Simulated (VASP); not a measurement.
Here is a VASP 6.6.1 calculation.

File INCAR:

```
ALGO     = Normal         # electronic algorithm
EDIFF    = 1E-7           # SCF threshold, eV
ENCUT    = 520            # plane-wave cutoff, eV
GGA      = PE             # functional
ISIF     = 2              # what is computed and relaxed
ISMEAR   = 0              # smearing method
ISPIN    = 2              # spin polarisation
IVDW     = 12             # dispersion correction
LASPH    = T              # aspherical terms in the spheres
LCHARG   = F              # write CHGCAR
LORBIT   = 11             # projections on sites
LREAL    = F              # projectors in reciprocal space
LWAVE    = F              # write WAVECAR
MAGMOM   = 0 0 1 1        # initial moments
NBANDS   = 23             # bands
NELM     = 150            # most SCF steps
PREC     = Accurate       # precision mode
SIGMA    = 0.1            # smearing width, eV
```

Contents of KPOINTS:

```
k-points
0
Gamma
  4 4 4
```

File POSCAR:

```
HClF2
1.0
    4.1854075196      0.0000000000      0.0000000000
    0.0000000000      4.1854075196      0.0000000000
    0.0000000000      0.0000000000      3.8255950630
H Cl F
1 1 2
Direct
    0.5000000000      0.5000000000      0.5242156068
    0.0000000000      0.0000000000      0.5121687433
    0.5000000000      0.0000000000      0.5204216850
    0.0000000000      0.5000000000      0.5204216850
```

Potentials or basis: VASP PAW PBE potentials, release 64 (H, Cl, F).

Run with:

```sh
$ cat potpaw_PBE.64/H/POTCAR potpaw_PBE.64/Cl/POTCAR potpaw_PBE.64/F/POTCAR > POTCAR
$ mpirun -np 1 vasp_std > vasp.out
```

(1) Predict the net moment.

(2) What does it give for the site moments?

(3) Estimate the largest force.

Results:

(1) 1.00 μB per cell.

(2) H +0.24; Cl +0.24; F +0.09 μB.

(3) 0.019 eV/Å.

Caveat: the k points lie up to 0.41 Å⁻¹ apart.
